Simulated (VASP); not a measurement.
# Ni (Fm-3m) in VASP: single point with PBE

Aim: the single point of Ni with PBE.

Everything below comes from runs of VASP 6.6.1. Logs are shortened: lines on timing, memory, paths and dates and some standing lists are left out, and cuts for length are marked.

## 1. The cell of the first run

It takes space group Fm-3m (No. 225, cubic). Conventional cell: a = 3.518 Å, b = 3.518 Å, c = 3.518 Å, α = 90.00°, β = 90.00°, γ = 90.00°. Within 3.3 Å of Ni (site symmetry m-3m) lie 12 Ni at 2.49 Å.

## 2. Single point, PBE, collinear spin, ferromagnetic start

INCAR reads:

```
PREC     = Accurate       # precision mode
ENCUT    = 520            # plane-wave cutoff, eV
EDIFF    = 1E-6           # SCF threshold, eV
ISMEAR   = 0              # smearing method
SIGMA    = 0.15           # smearing width, eV
LREAL    = F              # projectors in reciprocal space
LASPH    = T              # aspherical terms in the spheres
NELM     = 150            # most SCF steps
ALGO     = Normal         # electronic algorithm
ISIF     = 2              # what is computed and relaxed
LWAVE    = F              # write WAVECAR
LCHARG   = F              # write CHGCAR
ISPIN    = 2              # spin polarisation
MAGMOM   = 0.75           # initial moments
LORBIT   = 11             # projections on sites
LMAXMIX  = 4              # l up to which the mixer works
GGA      = PE             # functional
NBANDS   = 15             # bands
```

KPOINTS reads:

```
regular mesh
0
Gamma
  24 24 24
```

POSCAR reads:

```
Ni
1.0
    0.0000000000      1.7591360705      1.7591360705
    1.7591360705      0.0000000000      1.7591360705
    1.7591360705      1.7591360705      0.0000000000
Ni
1
Direct
    0.0000000000      0.0000000000      0.0000000000
```

Potentials or basis: VASP PAW PBE potentials, release 64 (Ni).

Started as:

```sh
cat potpaw_PBE.64/Ni/POTCAR > POTCAR
mpirun -np 1 vasp_std > vasp.out
```

OUTCAR:

```text
PREC = Accurate
   ENCUT = 520
   EDIFF = 1E-6
   ISMEAR = 0
   LREAL = F
   LASPH = T
   NELM = 150
   ISIF = 2
   ISPIN = 2
   LORBIT = 11
   GGA = PE

 ion  position               nearest neighbor table
   1  0.000  0.000  0.000-

  LATTYP: Found a face centered cubic cell.
 ALAT       =     3.5182721410

  Lattice vectors:

 A1 = (   0.0000000000,   1.7591360705,   1.7591360705)
 A2 = (   1.7591360705,   0.0000000000,   1.7591360705)
 A3 = (   1.7591360705,   1.7591360705,   0.0000000000)

Analysis of symmetry for initial positions (statically):
=====================================================================
 Subroutine PRICEL returns:
 Original cell was already a primitive cell.

 Routine SETGRP: Setting up the symmetry group for a
 face centered cubic supercell.

 Subroutine GETGRP returns: Found 48 space group operations
 (whereof 48 operations were pure point group operations)
 out of a pool of 48 trial point group operations.

The static configuration has the point symmetry O_h .

Analysis of symmetry for dynamics (positions and initial velocities):
=====================================================================
 Subroutine PRICEL returns:
 Original cell was already a primitive cell.

 Routine SETGRP: Setting up the symmetry group for a
 face centered cubic supercell.

 Subroutine GETGRP returns: Found 48 space group operations
 (whereof 48 operations were pure point group operations)
 out of a pool of 48 trial point group operations.

The dynamic configuration has the point symmetry O_h .

Analysis of structural, dynamic, and magnetic symmetry:
=====================================================================
 Subroutine PRICEL returns:
 Original cell was already a primitive cell.

 Routine SETGRP: Setting up the symmetry group for a
 face centered cubic supercell.

 Subroutine GETGRP returns: Found 48 space group operations
 (whereof 48 operations were pure point group operations)
 out of a pool of 48 trial point group operations.

The overall configuration has the point symmetry O_h .

 Subroutine INISYM returns: Found 48 space group operations
 (whereof 48 operations are pure point group operations),
 and found     1 'primitive' translations

----------------------------------------------------------------------------------------

                                     Primitive cell

  volume of cell :      10.8875

  direct lattice vectors                    reciprocal lattice vectors
     0.000000000  1.759136071  1.759136071    -0.284230429  0.284230429  0.284230429
     1.759136071  0.000000000  1.759136071     0.284230429 -0.284230429  0.284230429
     1.759136071  1.759136071  0.000000000     0.284230429  0.284230429 -0.284230429

  length of vectors
     2.487794089  2.487794089  2.487794089     0.492301544  0.492301544  0.492301544

  position of ions in fractional coordinates (direct lattice)
     0.000000000  0.000000000  0.000000000

  ion indices of the primitive-cell ions
   primitive index   ion index
                 1           1

----------------------------------------------------------------------------------------

 KPOINTS: regular mesh

Automatic generation of k-mesh.
 Grid dimensions read from file:
 generate k-points for:   24   24   24

 Generating k-lattice:

  Cartesian coordinates                     Fractional coordinates (reciprocal lattice)
    -0.011842935  0.011842935  0.011842935     0.041666667  0.000000000  0.000000000
     0.011842935 -0.011842935  0.011842935     0.000000000  0.041666667  0.000000000
     0.011842935  0.011842935 -0.011842935     0.000000000  0.000000000  0.041666667

  Length of vectors
     0.020512564  0.020512564  0.020512564

  Shift w.r.t. Gamma in fractional coordinates (k-lattice)
     0.000000000  0.000000000  0.000000000

 Subroutine IBZKPT returns following result:
 ===========================================

 Found    413 irreducible k-points:

 Following reciprocal coordinates:
            Coordinates               Weight
  0.000000  0.000000  0.000000      1.000000
  0.041667  0.000000  0.000000      8.000000
  0.083333  0.000000  0.000000      8.000000
  0.125000  0.000000  0.000000      8.000000
  0.166667  0.000000  0.000000      8.000000
  0.208333  0.000000  0.000000      8.000000
[... 16 lines left out ...]
  0.416667  0.041667  0.000000     24.000000
  0.458333  0.041667  0.000000     24.000000
 [... further k-points ...]
   k-points           NKPTS =    413   k-points in BZ     NKDIM =    413   number of bands    NBANDS=     15
   number of dos      NEDOS =    301   number of ions     NIONS =      1
   total plane-waves  NPLWV =   8000
   dimension x,y,z NGX =    20 NGY =   20 NGZ =   20
   dimension x,y,z NGXF=    40 NGYF=   40 NGZF=   40
   ions per type =               1
   NGX,Y,Z   is equivalent  to a cutoff of  13.36, 13.36, 13.36 a.u.
   NGXF,Y,Z  is equivalent  to a cutoff of  26.73, 26.73, 26.73 a.u.
 SYSTEM =  unknown system
   PREC   = accura    normal or accurate (medium, high low for compatibility)
   ISTART =      0    job   : 0-new  1-cont  2-samecut
   ICHARG =      2    charge: 1-file 2-atom 10-const
   ISPIN  =      2    spin polarized calculation?
   LNONCOLLINEAR =      F non collinear calculations
   LSORBIT =      F    spin-orbit coupling
   LASPH  =      T    aspherical Exc in radial PAW
   ENCUT  =  520.0 eV  38.22 Ry    6.18 a.u.   4.63  4.63  4.63*2*pi/ulx,y,z
   NELM   =    150;   NELMIN=  2; NELMDL= -5     # of ELM steps
   EDIFF  = 0.1E-05   stopping-criterion for ELM
   LREAL  =      F    real-space projection
   EDIFFG = 0.1E-04   stopping-criterion for IOM
   NSW    =      0    number of steps for IOM
   IBRION =     -1    ionic relax: 0-MD 1-quasi-New 2-CG
   NFREE  =      0    steps in history (QN), initial steepest desc. (CG)
   ISIF   =      2    stress and relaxation
   ISYM   =      2    0-nonsym 1-usesym 2-fastsym
   POTIM  = 0.5000    time-step for ionic-motion
   TEBEG  =    0.0;   TEEND  =   0.0 temperature during run
   PSTRESS=    0.0 pullay stress
   NELECT =      10.0000    total number of electrons
   NUPDOWN=      -1.0000    fix difference up-down
   EMIN   =  10.00;   EMAX   =-10.00  energy-range for DOS
   EFERMI =   0.00;   METHOD = LEGACY
   ISMEAR =     0;   SIGMA  =   0.15  broadening in eV -4-tet -1-fermi 0-gaus
   EFERMI_NEDOS =   21; number of points for ismear=-14 and -15
   IALGO  =     38    algorithm
   IMIX   =      4    mixing-type and parameters
     AMIX     =   0.40;   BMIX     =  1.00
     AMIX_MAG =   1.60;   BMIX_MAG =  1.00
  volume/ion in A,a.u.               =      10.89        73.47
  Fermi-wavevector in a.u.,A,eV,Ry     =   1.591349  3.007213 34.455274  2.532391
  Thomas-Fermi vector in A             =   2.689903
   LORBIT       =     11    0 simple, 1 ext, 2 COOP (PROOUT), +10 PAW based schemes
   GGA     = PE    functional components
   LHFCALC =     F    Hartree Fock is set to
   AEXX    =    0.0000 exact exchange contribution
   IVDW    =     0    specifies the selected vdW correction
   LEPSILON=     F    determine dielectric tensor
   LRPA    =     F    only Hartree local field effects (RPA)
 spin polarized calculation
 Gauss-broadening in eV      SIGMA  =   0.15
  energy-cutoff  :      520.00
  volume of cell :       10.89
 maximum number of plane-waves:       305
   NGX =  9   NGY =  9   NGZ =  9

 number of electron      10.0000009 magnetization       0.6277841

 Free energy of the ion-electron system (eV)
  ---------------------------------------------------
  ext. energy  EPLUGINS =         0.00000000
  ---------------------------------------------------
  free energy    TOTEN  =        -5.47992593 eV

  energy without entropy =       -5.46003758  energy(sigma->0) =       -5.46998176

 E-fermi :   9.3641     XC(G=0): -13.2514

 val. band max:        9.3621736383   @ k =  -0.2500   0.3750   0.1250
 cond. band min:       9.3644165882   @ k =   0.3750   0.1250   0.0000
 fundamental gap:      0.0022429499
 Fermi energy:         9.3641272186

 spin component 1

 k-point     1 :       0.0000    0.0000    0.0000
  band No.  band energies     occupation
      1       0.3609      1.00000
      2       6.9348      1.00000
      3       6.9348      1.00000
      4       6.9348      1.00000
      5       8.1080      1.00000
      6       8.1080      1.00000
      7      33.0852      0.00000
      8      36.9387      0.00000
      9      36.9387      0.00000
     10      36.9387      0.00000
     11      39.8754      0.00000
     12      39.8754      0.00000
     13      39.8754      0.00000
     14      42.8420      0.00000
     15      49.1321      0.00000

 k-point     2 :       0.0417    0.0000    0.0000
  band No.  band energies     occupation
      1       0.4290      1.00000
      2       6.9171      1.00000
      3       6.9503      1.00000
      4       6.9503      1.00000
      5       8.1013      1.00000
      6       8.1013      1.00000
      7      32.8942      0.00000
      8      35.8766      0.00000
      9      36.7611      0.00000
     10      36.7611      0.00000
     11      40.1327      0.00000
     12      40.1327      0.00000
     13      40.6322      0.00000
     14      43.3524      0.00000
     15      48.3515      0.00000
[... 365 lines left out ...]
      3       7.0347      1.00000
      4       7.6797      1.00000
      5       8.6872      1.00000
      6       8.8229      1.00000
      7      17.0992      0.00000
      8      31.5708      0.00000
      9      32.9690      0.00000
     10      34.3328      0.00000
     11      37.5173      0.00000
     12      38.5901      0.00000
     13      43.1516      0.00000
     14      51.2222      0.00000
     15      53.9767      0.00000

 k-point    24 :       0.4583    0.0417    0.0000
  band No.  band energies     occupation
      1       4.5249      1.00000
      2       6.9413      1.00000
      3       6.9991      1.00000
      4       8.1293      1.00000
      5       8.7487      1.00000
      6       9.1919      0.94781
      7      15.8055      0.00000
      8      31.3724      0.00000
      9      33.1230      0.00000
     10      33.8292      0.00000
     11      37.5279      0.00000
     12      38.0273      0.00000
     13      43.3836      0.00000
     14      52.9342      0.00000
     15      55.0565      0.00000

 [... further k-points ...]

 spin component 2

 k-point     1 :       0.0000    0.0000    0.0000
  band No.  band energies     occupation
      1       0.3262      1.00000
      2       7.6873      1.00000
      3       7.6873      1.00000
      4       7.6873      1.00000
      5       8.6980      1.00000
      6       8.6980      1.00000
      7      32.9216      0.00000
      8      36.9211      0.00000
      9      36.9211      0.00000
     10      36.9211      0.00000
     11      39.9762      0.00000
     12      39.9762      0.00000
     13      39.9762      0.00000
     14      42.7187      0.00000
     15      49.3289      0.00000

 k-point     2 :       0.0417    0.0000    0.0000
  band No.  band energies     occupation
      1       0.3943      1.00000
      2       7.6673      1.00000
      3       7.7034      1.00000
      4       7.7034      1.00000
      5       8.6908      1.00000
      6       8.6908      1.00000
      7      32.7514      0.00000
      8      35.8732      0.00000
      9      36.7581      0.00000
     10      36.7581      0.00000
     11      40.2165      0.00000
     12      40.2165      0.00000
     13      40.6755      0.00000
     14      43.2568      0.00000
     15      48.5253      0.00000
[... 365 lines left out ...]
      3       7.6655      1.00000
      4       7.9642      1.00000
      5       9.4307      0.26516
      6       9.4786      0.14015
      7      17.3918      0.00000
      8      31.4498      0.00000
      9      33.0551      0.00000
     10      34.4295      0.00000
     11      37.5370      0.00000
     12      38.6272      0.00000
     13      43.2415      0.00000
     14      51.3411      0.00000
     15      54.0456      0.00000

 k-point    24 :       0.4583    0.0417    0.0000
  band No.  band energies     occupation
      1       4.9219      1.00000
      2       7.5491      1.00000
      3       7.6223      1.00000
      4       8.4115      1.00000
      5       9.5019      0.09691
      6       9.7074      0.00061
      7      16.1659      0.00000
      8      31.2492      0.00000
      9      33.2061      0.00000
     10      33.9174      0.00000
     11      37.5541      0.00000
     12      38.0692      0.00000
     13      43.4956      0.00000
     14      53.0963      0.00000
     15      55.4941      0.00000

 [... further k-points ...]
[... 5 lines left out ...]
  --------------------------------------------------------------------------------------
  -------------------------------------------------------------------------------------
  Total        0.0050459      0.0050459      0.0050459      0.0000000      0.0000000      0.0000000
  in kB        0.7425348      0.7425348      0.7425348      0.0000000      0.0000000      0.0000000
  external PRESSURE =       0.7425348 kB  Pullay stress =       0.0000000 kB

 VOLUME and BASIS-vectors are now :
 -----------------------------------------------------------------------------
  energy-cutoff  :      520.00
  volume of cell :       10.89
      direct lattice vectors                 reciprocal lattice vectors
     0.000000000  1.759136071  1.759136071    -0.284230429  0.284230429  0.284230429
     1.759136071  0.000000000  1.759136071     0.284230429 -0.284230429  0.284230429
     1.759136071  1.759136071  0.000000000     0.284230429  0.284230429 -0.284230429

 POSITION                                       TOTAL-FORCE (eV/Angst)
 -----------------------------------------------------------------------------------
      0.00000      0.00000      0.00000         0.000000      0.000000      0.000000
 -----------------------------------------------------------------------------------
    total drift:                                0.000000     -0.000000      0.000000

  FREE ENERGIE OF THE ION-ELECTRON SYSTEM (eV)
  ---------------------------------------------------
  free  energy   TOTEN  =        -5.4799259313 eV

  energy  without entropy=       -5.4600375787  energy(sigma->0) =       -5.46998176

 total charge

# of ion       s       p       d       tot
------------------------------------------
    1        0.497   0.497   8.314   9.309

 magnetization (x)

# of ion       s       p       d       tot
------------------------------------------
    1       -0.006  -0.025   0.671   0.640
```

Wall time 3.5 min (1 thread of Intel Xeon 8259CL, shared host); peak memory 0.22 GiB.

What came out:

```yaml
Free_energy: -5.4799 eV
Pressure: 0.1 GPa
Net_moment: 0.63 μB per cell
Site_moments: Ni +0.64 μB
Valence_electrons_inside_the_program's_atomic_spheres: Ni 9.31
```
